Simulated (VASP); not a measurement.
# AgBr (Fm-3m) in VASP: further runs

The runs below take AgBr through relaxation of the atoms, with PBE.

All numbers are computed with VASP 6.6.1; they aren't measurements. Logs are shortened: lines on timing, memory, paths and dates and some standing lists are left out, and cuts for length are marked.

## (1) The cell of the first run

The structure is cubic, space group Fm-3m (No. 225). Conventional cell: a = 4.972 Å, b = 4.972 Å, c = 4.972 Å, α = 90.00°, β = 90.00°, γ = 90.00°. Ag (site symmetry m-3m) has 6 Br at 2.49 Å within 3.3 Å. Br (site symmetry m-3m) has 6 Ag at 2.49 Å within 3.3 Å.

## (2) Relaxation of the atoms, PBE

Input file INCAR:

```
ALGO = Normal ; EDIFF = 1E-7
EDIFFG = -0.01 ; ENCUT = 450
GGA = PE ; GGA_COMPAT = False
IBRION = 2 ; ISIF = 2
ISMEAR = -1 ; LASPH = True
LCHARG = False ; LREAL = False
LWAVE = False ; NELM = 120
NELMIN = 4 ; NSW = 50
PREC = Accurate ; SIGMA = 0.03
```

Input file KPOINTS:

```
k-points
0
Gamma
  9 9 9
```

Input file POSCAR:

```
AgBr
1.0
    0.0000000000      2.4862361682      2.4862361682
    2.4862361682      0.0000000000      2.4862361682
    2.4862361682      2.4862361682      0.0000000000
Ag Br
1 1
Direct
    0.0000000000      0.0000000000      0.0000000000
    0.5000000000      0.5000000000      0.5000000000
```

Potentials or basis: VASP PAW PBE potentials, release 64 (Ag, Br).

On the command line:

```console
$ cat potpaw_PBE.64/Ag/POTCAR potpaw_PBE.64/Br/POTCAR > POTCAR
$ mpirun -np 1 vasp_std > vasp.out
```

OUTCAR:

```text
EDIFF = 1E-7
   EDIFFG = -0.01
   ENCUT = 450
   GGA = PE
   IBRION = 2
   ISIF = 2
   ISMEAR = -1
   LASPH = True
   LREAL = False
   NELM = 120
   NELMIN = 4
   NSW = 50
   PREC = Accurate

 ion  position               nearest neighbor table
   1  0.000  0.000  0.000-   2 2.49   2 2.49   2 2.49   2 2.49   2 2.49   2 2.49
   2  0.500  0.500  0.500-   1 2.49   1 2.49   1 2.49   1 2.49   1 2.49   1 2.49

  LATTYP: Found a face centered cubic cell.
 ALAT       =     4.9724723364

  Lattice vectors:

 A1 = (   0.0000000000,   2.4862361682,   2.4862361682)
 A2 = (   2.4862361682,   0.0000000000,   2.4862361682)
 A3 = (   2.4862361682,   2.4862361682,   0.0000000000)

Analysis of symmetry for initial positions (statically):
=====================================================================
 Subroutine PRICEL returns:
 Original cell was already a primitive cell.

 Routine SETGRP: Setting up the symmetry group for a
 face centered cubic supercell.

 Subroutine GETGRP returns: Found 48 space group operations
 (whereof 48 operations were pure point group operations)
 out of a pool of 48 trial point group operations.

The static configuration has the point symmetry O_h .

Analysis of symmetry for dynamics (positions and initial velocities):
=====================================================================
 Subroutine PRICEL returns:
 Original cell was already a primitive cell.

 Routine SETGRP: Setting up the symmetry group for a
 face centered cubic supercell.

 Subroutine GETGRP returns: Found 48 space group operations
 (whereof 48 operations were pure point group operations)
 out of a pool of 48 trial point group operations.

The dynamic configuration has the point symmetry O_h .

 Subroutine INISYM returns: Found 48 space group operations
 (whereof 48 operations are pure point group operations),
 and found     1 'primitive' translations

----------------------------------------------------------------------------------------

                                     Primitive cell

  volume of cell :      30.7367

  direct lattice vectors                    reciprocal lattice vectors
     0.000000000  2.486236168  2.486236168    -0.201107202  0.201107202  0.201107202
     2.486236168  0.000000000  2.486236168     0.201107202 -0.201107202  0.201107202
     2.486236168  2.486236168  0.000000000     0.201107202  0.201107202 -0.201107202

  length of vectors
     3.516068908  3.516068908  3.516068908     0.348327892  0.348327892  0.348327892

  position of ions in fractional coordinates (direct lattice)
     0.000000000  0.000000000  0.000000000
     0.500000000  0.500000000  0.500000000

[... 89 lines left out ...]
   EMIN   =  10.00;   EMAX   =-10.00  energy-range for DOS
   EFERMI =   0.00;   METHOD = LEGACY
   ISMEAR =    -1;   SIGMA  =   0.03  broadening in eV -4-tet -1-fermi 0-gaus
   EFERMI_NEDOS =   21; number of points for ismear=-14 and -15
   IALGO  =     38    algorithm
   IMIX   =      4    mixing-type and parameters
     AMIX     =   0.40;   BMIX     =  1.00
     AMIX_MAG =   1.60;   BMIX_MAG =  1.00
  volume/ion in A,a.u.               =      15.37       103.71
  Fermi-wavevector in a.u.,A,eV,Ry     =   1.369662  2.588285 25.524162  1.875973
  Thomas-Fermi vector in A             =   2.495517
   LORBIT       =      0    0 simple, 1 ext, 2 COOP (PROOUT), +10 PAW based schemes
   GGA     = PE    functional components
   LHFCALC =     F    Hartree Fock is set to
   AEXX    =    0.0000 exact exchange contribution
   IVDW    =     0    specifies the selected vdW correction
   LEPSILON=     F    determine dielectric tensor
   LRPA    =     F    only Hartree local field effects (RPA)
 conjugate gradient relaxation of ions
 non-spin polarized calculation
  energy-cutoff  :      450.00
  volume of cell :       30.74
 maximum number of plane-waves:       680
   NGX = 13   NGY = 13   NGZ = 13

 number of electron      17.9999992 magnetization

 Free energy of the ion-electron system (eV)
  ---------------------------------------------------
  ext. energy  EPLUGINS =         0.00000000
  ---------------------------------------------------
  free energy    TOTEN  =        -2.55719525 eV

  energy without entropy =       -2.55719469  energy(sigma->0) =       -2.55719497

 E-fermi :  10.6480     XC(G=0): -12.2002

 val. band max:       10.3098924205   @ k =   0.4444   0.0000   0.0000
 cond. band min:      10.9464395674   @ k =   0.4444   0.4444   0.0000
 fundamental gap:      0.6365471469
 Fermi energy:        10.6479670853

 k-point     1 :       0.0000    0.0000    0.0000
  band No.  band energies     occupation
      1      -8.5611      2.00000
      2       4.7088      2.00000
      3       4.7088      2.00000
      4       4.7088      2.00000
      5       4.7586      2.00000
      6       4.7586      2.00000
      7       6.5712      2.00000
      8       6.5712      2.00000
      9       6.5712      2.00000
     10      11.5967      0.00000
     11      19.7796      0.00000
     12      20.1047      0.00000
     13      20.1047      0.00000
[... 354 lines left out ...]
  band No.  band energies     occupation
      1      -7.2509      2.00000
      2       1.9850      2.00000
      3       3.9459      2.00000
      4       4.7052      2.00000
      5       4.7052      2.00000
      6       5.1590      2.00000
      7       5.9448      2.00000
      8       5.9448      2.00000
      9       6.7809      2.00000
     10      10.9464      0.00010
     11      16.5890      0.00000
     12      21.1940      0.00000
     13      22.9833      0.00000

 [... further k-points ...]

------------------------ aborting loop because EDIFF is reached ----------------------------------------

  FORCE on cell =-STRESS in cart. coord.  units (eV):
  Direction    XX          YY          ZZ          XY          YZ          ZX
  --------------------------------------------------------------------------------------
  -------------------------------------------------------------------------------------
  Total       12.9636323     12.9636323     12.9636323      0.0000000      0.0000000     -0.0000000
  in kB      675.7408154    675.7408154    675.7408154      0.0000000      0.0000000     -0.0000000
  external PRESSURE =     675.7408154 kB  Pullay stress =       0.0000000 kB

 VOLUME and BASIS-vectors are now :
 -----------------------------------------------------------------------------
  energy-cutoff  :      450.00
  volume of cell :       30.74
      direct lattice vectors                 reciprocal lattice vectors
     0.000000000  2.486236168  2.486236168    -0.201107202  0.201107202  0.201107202
     2.486236168  0.000000000  2.486236168     0.201107202 -0.201107202  0.201107202
     2.486236168  2.486236168  0.000000000     0.201107202  0.201107202 -0.201107202

 POSITION                                       TOTAL-FORCE (eV/Angst)
 -----------------------------------------------------------------------------------
      0.00000      0.00000      0.00000         0.000000      0.000000      0.000000
      2.48624      2.48624      2.48624        -0.000000     -0.000000     -0.000000
 -----------------------------------------------------------------------------------
    total drift:                                0.000000     -0.000000     -0.000000

  FREE ENERGIE OF THE ION-ELECTRON SYSTEM (eV)
  ---------------------------------------------------
  free  energy   TOTEN  =        -2.5571952501 eV

  energy  without entropy=       -2.5571946923  energy(sigma->0) =       -2.55719497

 reached required accuracy - stopping structural energy minimisation
```

CONTCAR:

```text
AgBr
   1.00000000000000
     0.0000000000000000    2.4862361682000000    2.4862361682000000
     2.4862361682000000    0.0000000000000000    2.4862361682000000
     2.4862361682000000    2.4862361682000000    0.0000000000000000
  Ag              Br
     1     1
Direct
     0.0000000000000000    0.0000000000000000    0.0000000000000000
     0.5000000000000000    0.5000000000000000    0.5000000000000000

  0.00000000E+00  0.00000000E+00  0.00000000E+00
  0.00000000E+00  0.00000000E+00  0.00000000E+00
```

Wall time 5 s (1 thread of Intel Xeon 6975P-C (Granite Rapids), shared host); peak memory 0.14 GiB.

Results:

| Quantity | Value |
| --- | --- |
| Free energy | -2.5572 eV |
| Pressure after relaxing | 67.6 GPa |
| Band gap on the k mesh | 0.64 eV (least direct gap 2.22 eV) |

Final structure:
```yaml
crystal:
  lattice:
    - [0.00000, 2.48624, 2.48624]
    - [2.48624, 0.00000, 2.48624]
    - [2.48624, 2.48624, 0.00000]
  atoms:
    - { symbol: Ag, position: [0.00000, 0.00000, 0.00000] }
    - { symbol: Br, position: [0.50000, 0.50000, 0.50000] }
```

Levels at points of the mesh, in eV from the valence-band top:
| k point | band 6 | band 7 | band 8 | band 9 | band 10 | band 11 | band 12 | band 13 |
| --- | --- | --- | --- | --- | --- | --- | --- | --- |
| (0.00, 0.00, 0.00) | -5.55 | -3.74 | -3.74 | -3.74 | 1.29 | 9.47 | 9.79 | 9.79 |

Caveat: the relaxation stopped at its first step, so nothing moved; an odd mesh through Γ misses points on the zone boundary, where band edges can lie.

## (3) Relaxation of the atoms, PBE

This run uses another cell than the first one, of 18.91 Å³/atom.

Input file INCAR:

```
SYSTEM = AgBr
PREC = Accurate ; ENCUT = 450
EDIFF = 1E-7 ; ISMEAR = -1
SIGMA = 0.03 ; LREAL = .False.
LASPH = .True. ; NELM = 120
ALGO = Normal ; ISIF = 2
LWAVE = .False. ; LCHARG = .False.
GGA = PE ; IBRION = 2
NSW = 50 ; EDIFFG = -0.01
GGA_COMPAT = .False. ; NELMIN = 4
```

Input file KPOINTS:

```
regular mesh
0
Gamma
  9 9 9
  0 0 0
```

Input file POSCAR:

```
AgBr
1.0
    0.0000000000      2.6644112382      2.6644112382
    2.6644112382      0.0000000000      2.6644112382
    2.6644112382      2.6644112382      0.0000000000
Ag Br
1 1
Direct
    0.0000000000      0.0000000000      0.0000000000
    0.5000000000      0.5000000000      0.5000000000
```

Potentials or basis: VASP PAW PBE potentials, release 64 (Ag, Br).

On the command line:

```console
$ cat potpaw_PBE.64/Ag/POTCAR potpaw_PBE.64/Br/POTCAR > POTCAR
$ mpirun -np 1 vasp_std > vasp.out
```

Run time: 7.4 s. Hardware: 1 thread of Intel Xeon 6975P-C (Granite Rapids), shared host; peak memory 0.16 GiB.

Results (log left out):

| Property | Result |
| --- | --- |
| Free energy | -4.3777 eV |
| Pressure after relaxing | 22.2 GPa |
| Band gap on the k mesh | 0.84 eV (least direct gap 3.11 eV) |

Final structure:
```cif
data_structure
_symmetry_space_group_name_H-M 'P 1'
_symmetry_Int_Tables_number 1
_cell_length_a 3.7680
_cell_length_b 3.7680
_cell_length_c 3.7680
_cell_angle_alpha 60.000
_cell_angle_beta 60.000
_cell_angle_gamma 60.000
_cell_volume 37.83
loop_
_atom_site_label
_atom_site_type_symbol
_atom_site_fract_x
_atom_site_fract_y
_atom_site_fract_z
_atom_site_occupancy
Ag1 Ag 0.00000 0.00000 0.00000 1
Br1 Br 0.50000 0.50000 0.50000 1
```

Levels at points of the mesh, in eV from the valence-band top:
```
           k point  band 7  band 8  band 9  band 10  band 11  band 12
(0.00, 0.00, 0.00)   -2.76   -2.76   -2.76     0.84     9.89     9.89
```

Caveat: the relaxation stopped at its first step, so nothing moved; an odd mesh through Γ misses points on the zone boundary, where band edges can lie.

## (4) Relaxation of the atoms, PBE

This run uses another cell than the first one, of 21.28 Å³/atom.

Input file INCAR:

```
SYSTEM = AgBr
ALGO = Normal
EDIFF = 1E-7
EDIFFG = -0.01
ENCUT = 450
GGA = PE
GGA_COMPAT = .FALSE.
IBRION = 2
ISIF = 2
ISMEAR = -1
LASPH = .TRUE.
LCHARG = .FALSE.
LREAL = .FALSE.
LWAVE = .FALSE.
NELM = 120
NELMIN = 4
NSW = 50
PREC = Accurate
SIGMA = 0.03
```

Input file KPOINTS:

```
k-points
0
G
  9 9 9
  0 0 0
```

Input file POSCAR:

```
AgBr
1.0
    0.0000000000      2.7710993572      2.7710993572
    2.7710993572      0.0000000000      2.7710993572
    2.7710993572      2.7710993572      0.0000000000
Ag Br
1 1
Direct
    0.0000000000      0.0000000000      0.0000000000
    0.5000000000      0.5000000000      0.5000000000
```

On the command line:

```console
$ cat potpaw_PBE.64/Ag/POTCAR potpaw_PBE.64/Br/POTCAR > POTCAR
$ mpirun -np 1 vasp_std > vasp.out
```

Wall time 8.4 s (1 thread of Intel Xeon 6975P-C (Granite Rapids), shared host); peak memory 0.16 GiB.

It converged, with:

| Quantity | Value |
| --- | --- |
| Free energy | -4.8228 eV |
| Pressure after relaxing | 9.2 GPa |
| Band gap on the k mesh | 0.73 eV (least direct gap 3.01 eV) |

Final structure:
```
Ag Br
1.0
     0.00000    2.77110    2.77110
     2.77110    0.00000    2.77110
     2.77110    2.77110    0.00000
Ag Br
1 1
Cartesian
  0.0000 0.0000 0.0000
  2.7711 2.7711 2.7711
```

Levels at points of the mesh, in eV from the valence-band top:
```tsv
k point	band 5	band 6	band 7	band 8	band 9	band 10	band 11	band 12	band 13
(0.00, 0.00, 0.00)	-3.25	-3.25	-2.28	-2.28	-2.28	0.73	9.93	9.93	9.93
```

Caveat: the relaxation stopped at its first step, so nothing moved; an odd mesh through Γ misses points on the zone boundary, where band edges can lie.

[end of part 1 of 2]
